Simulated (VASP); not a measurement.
# Si (I4_1/amd) in VASP: further runs, part 2 of 2

VASP 6.6.1. Earlier steps stand in the parts before.

## (4) Single point, LDA (strain -0.040 along x and y, -0.080 along z)

Input file INCAR:

```
  ALGO = Normal
  EDIFF = 1E-6
  ENCUT = 520
  GGA = CA
  ISIF = 2
  ISMEAR = 0
  LASPH = T
  LCHARG = F
  LREAL = F
  LWAVE = F
  NBANDS = 11
  NELM = 60
  PREC = Accurate
  SIGMA = 0.15
```

Input file KPOINTS:

```
k-points
0
Gamma
  20 20 20
```

Input file POSCAR:

```
Si
1.0
   -2.2765174123      2.2765174123      1.2229241587
    2.2765174123     -2.2765174123      1.2229241587
    2.2765174123      2.2765174123     -1.2229241587
Si
2
Direct
    0.2500000000      0.7500000000      0.5000000000
    0.5000000000      0.5000000000      0.0000000000
```

Potentials or basis: VASP PAW LDA potentials, release 64 (Si).

Run with:

```
cat potpaw_LDA.64/Si/POTCAR > POTCAR
mpirun -np 1 vasp_std > vasp.out
```

OUTCAR:

```text
EDIFF = 1E-6
   ENCUT = 520
   GGA = CA
   ISIF = 2
   ISMEAR = 0
   LASPH = T
   LREAL = F
   NELM = 60
   PREC = Accurate

 ion  position               nearest neighbor table
   1  0.250  0.750  0.500-   2 2.36   2 2.36   2 2.36   2 2.36   2 2.92   2 2.92   2 2.92   2 2.92

   2  0.500  0.500  0.000-   1 2.36   1 2.36   1 2.36   1 2.36   1 2.92   1 2.92   1 2.92   1 2.92

  LATTYP: Found a body centered tetragonal cell.
 ALAT       =     4.5530348246
 C/A-ratio  =     0.5371907775

  Lattice vectors:

 A1 = (  -2.2765174123,   2.2765174123,   1.2229241587)
 A2 = (   2.2765174123,  -2.2765174123,   1.2229241587)
 A3 = (   2.2765174123,   2.2765174123,  -1.2229241587)

Analysis of symmetry for initial positions (statically):
=====================================================================
 Subroutine PRICEL returns:
 Original cell was already a primitive cell.

 Routine SETGRP: Setting up the symmetry group for a
 body centered tetragonal supercell.

 Subroutine GETGRP returns: Found 16 space group operations
 (whereof  8 operations were pure point group operations)
[... 177 lines left out ...]
      2       8.5866      2.00000
      3       8.5866      2.00000
      4       9.7680      2.00000
      5      12.3184      0.00000
      6      19.7063      0.00000
      7      21.7807      0.00000
      8      21.7807      0.00000
      9      22.1283      0.00000
     10      23.3603      0.00000
     11      24.2143      0.00000
[... 309 lines left out ...]
 k-point    24 :      -0.3500    0.0500   -0.0000
  band No.  band energies     occupation
      1      -0.7456      2.00000
      2       7.0547      2.00000
      3       8.5158      2.00000
      4      10.2837      2.00000
      5      13.6438      0.00000
      6      15.7210      0.00000
      7      16.3845      0.00000
      8      17.7067      0.00000
      9      18.9390      0.00000
     10      19.7173      0.00000
     11      24.4391      0.00000

 [... further k-points ...]

------------------------ aborting loop because EDIFF is reached ----------------------------------------

  FORCE on cell =-STRESS in cart. coord.  units (eV):
  Direction    XX          YY          ZZ          XY          YZ          ZX
  --------------------------------------------------------------------------------------
  -------------------------------------------------------------------------------------
  Total        3.9508080      3.9508080      4.3083475      0.0000000      0.0000000      0.0000000
  in kB      249.6864853    249.6864853    272.2825672      0.0000000      0.0000000      0.0000000
  external PRESSURE =     257.2185126 kB  Pullay stress =       0.0000000 kB

 VOLUME and BASIS-vectors are now :
 -----------------------------------------------------------------------------
  energy-cutoff  :      520.00
  volume of cell :       25.35
      direct lattice vectors                 reciprocal lattice vectors
    -2.276517412  2.276517412  1.222924159     0.000000000  0.219633725  0.408856098
     2.276517412 -2.276517412  1.222924159     0.219633725  0.000000000  0.408856098
     2.276517412  2.276517412 -1.222924159     0.219633725  0.219633725  0.000000000

 POSITION                                       TOTAL-FORCE (eV/Angst)
 -----------------------------------------------------------------------------------
      2.27652      0.00000      0.61146         0.000000     -0.000000     -0.000000
      0.00000      0.00000      1.22292        -0.000000      0.000000      0.000000
 -----------------------------------------------------------------------------------
    total drift:                                0.000000      0.000000      0.000000

  FREE ENERGIE OF THE ION-ELECTRON SYSTEM (eV)
  ---------------------------------------------------
  free  energy   TOTEN  =       -11.2037942742 eV

  energy  without entropy=      -11.1962383620  energy(sigma->0) =      -11.20001632
```

OSZICAR:

```text
N       E                     dE             d eps       ncg     rms          rms(c)
DAV:   1     0.444696818856E+01    0.44470E+01   -0.34953E+03 14150   0.619E+02
DAV:   2    -0.108463219618E+02   -0.15293E+02   -0.14741E+02 18171   0.864E+01
DAV:   3    -0.112485264003E+02   -0.40220E+00   -0.39944E+00 18372   0.114E+01
DAV:   4    -0.112500592708E+02   -0.15329E-02   -0.15326E-02 17124   0.867E-01
DAV:   5    -0.112500649553E+02   -0.56845E-05   -0.56835E-05 17907   0.482E-02    0.573E+00
DAV:   6    -0.112214737491E+02    0.28591E-01   -0.18536E-03 16698   0.248E-01    0.333E+00
DAV:   7    -0.112038644034E+02    0.17609E-01   -0.43402E-03 16177   0.387E-01    0.184E-01
DAV:   8    -0.112037983782E+02    0.66025E-04   -0.24156E-04 17234   0.920E-02    0.258E-02
DAV:   9    -0.112037949944E+02    0.33838E-05   -0.43387E-06 17499   0.140E-02    0.107E-02
DAV:  10    -0.112037942742E+02    0.72023E-06   -0.13771E-06 10300   0.546E-03
   1 F= -.11203794E+02 E0= -.11200016E+02  d E =-.755591E-02
```

stdout:

```text
POSCAR found type information on POSCAR Si
 POSCAR found :  1 types and       2 ions
 scaLAPACK will be used
 LDA part: xc-table for (Slater(with rela. corr.)+CA(PZ))
 , standard interpolation
 POSCAR, INCAR and KPOINTS ok, starting setup
 FFT: planning ... GRIDC
 FFT: planning ... GRID_SOFT
 FFT: planning ... GRID
 WAVECAR not read
 entering main loop
```

Wall time 87 s (1 thread of Intel Xeon Platinum 8488C (Sapphire Rapids), shared host); peak memory 0.25 GiB.

Results:

| Property | Result |
| --- | --- |
| Free energy | -11.2038 eV |
| Pressure | 25.7 GPa |
| Band gap on the k mesh | zero (bands 4 and 5 overlap by 7.37 eV) |

Caveat: the cell differs from its parent crystal (strain -0.040 along x and y, -0.080 along z); the cell stands under pressure.

## (5) Single point, LDA (strain -0.080 along x and y, +0.040 along z)

Input file INCAR:

```
SYSTEM = Si
PREC = Accurate ; ENCUT = 520
EDIFF = 1E-7 ; ISMEAR = 0
SIGMA = 0.15 ; LREAL = .FALSE.
LASPH = .TRUE. ; NELM = 100
ALGO = Normal ; ISIF = 2
LWAVE = .FALSE. ; LCHARG = .TRUE.
LELF = .TRUE. ; LVHAR = .TRUE.
NBANDS = 11
```

Input file KPOINTS:

```
Automatic mesh
0
G
  20 20 20
  0 0 0
```

Input file POSCAR:

```
Si
1.0
   -2.1816625201      2.1816625201      1.3824360055
    2.1816625201     -2.1816625201      1.3824360055
    2.1816625201      2.1816625201     -1.3824360055
Si
2
Direct
    0.2500000000      0.7500000000      0.5000000000
    0.5000000000      0.5000000000      0.0000000000
```

Run with:

```
cat potpaw_LDA.64/Si/POTCAR > POTCAR
mpirun -np 1 vasp_std > vasp.out
```

It took 1.9 min on 1 thread of Intel Xeon Platinum 8488C (Sapphire Rapids), shared host; peak memory 0.25 GiB.

It converged, with:

```yaml
Free_energy: -11.1136 eV
Pressure: 24.7 GPa
Band_gap_on_the_k_mesh: zero (bands 4 and 5 overlap by 8.66 eV)
```

Stress tensor (GPa, compression positive):
```
33.38  0.00  0.00
 0.00 33.38  0.00
 0.00  0.00  7.43
```

Levels at points of the mesh, in eV from the Fermi level:
| k point | band 1 | band 2 | band 3 | band 4 | band 5 | band 6 | band 7 | band 8 |
| --- | --- | --- | --- | --- | --- | --- | --- | --- |
| (0.00, 0.00, 0.00) | -15.00 | -1.88 | -1.88 | 0.71 | 1.56 | 6.67 | 7.80 | 9.63 |
| (0.50, 0.00, 0.00) | -9.07 | -8.02 | -2.63 | -1.84 | -1.16 | 0.52 | 5.67 | 6.20 |
| (0.50, 0.50, 0.00) | -11.27 | -11.27 | 1.13 | 1.13 | 4.57 | 4.57 | 6.62 | 6.62 |
| (0.50, 0.50, 0.50) | -7.82 | -7.82 | -7.42 | -7.42 | 3.08 | 3.08 | 14.93 | 14.93 |

Caveat: the cell differs from its parent crystal (strain -0.080 along x and y, +0.040 along z); the cell stands under pressure.

## (6) The runs side by side

| cell | gap on the mesh (eV) | pressure (GPa) |
| --- | --- | --- |
| a = 3.339 Å, angles 98.4, 98.4, 135.1°, 2 atoms | none | 38.5 |
| a = 3.360 Å, angles 99.0, 99.0, 133.4°, 2 atoms | none | 30.7 |
| a = 3.444 Å, angles 97.2, 97.2, 138.4°, 2 atoms | none | 25.7 |
| a = 3.381 Å, angles 99.6, 99.6, 131.7°, 2 atoms | none | 24.7 |

Alike in all rows: task single point; level LDA; potentials or basis VASP PAW LDA potentials, release 64 (Si); no spin polarisation; k mesh 20 × 20 × 20; cutoff (eV) 520; smearing gaussian 0.15 eV.

Caveats: the cell stands under pressure.

Absolute energies hang on the potentials; compare differences alone.
